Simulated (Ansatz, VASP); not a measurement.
**Two plane-wave programs on Zr7Ge**

```
Zr Ge
1.0
     0.00000    4.70329    4.70329
     4.70329    0.00000    4.70329
     4.70329    4.70329    0.00000
Zr Ge
7 1
Direct
  0.22473 0.77527 0.77527
  0.77527 0.22473 0.22473
  0.77527 0.22473 0.77527
  0.22473 0.77527 0.22473
  0.77527 0.77527 0.22473
  0.22473 0.22473 0.77527
  0.50000 0.50000 0.50000
  0.75000 0.75000 0.75000
```

Alike in both runs: functional PBE; k mesh 4 × 4 × 4; occupations gaussian, width 0.2 eV; no spin polarisation.

Ansatz relaxed the structure, and its values are those at the end. VASP's run is a single point on that final structure, the one shown.

|  | VASP | Ansatz |
| --- | --- | --- |
| version | VASP 6.6.1 | Ansatz 0.2.0 |
| potentials or method | VASP PAW PBE potentials, release 64 (Zr_sv, Ge_d), cutoff 500 eV | scalar-relativistic, plane waves, PAW |
| valence electrons in the cell | 98 | 98 |

Ansatz gave:

| Property | Result |
| --- | --- |
| gap on the k mesh at the Fermi level (eV) | none |
| pressure (GPa) | 0.3 |
| rms of the force components (eV/Å) | 0.009 |

**Question.** Estimate VASP's values.

**Answer.** gap on the k mesh at the Fermi level (eV): none; pressure (GPa): 0.3; rms of the force components (eV/Å): 0.015.

A gap of «none» marks a metal or a gap that the smearing closes. The functional is the same, so the differences come from potentials, cutoffs and numerics.
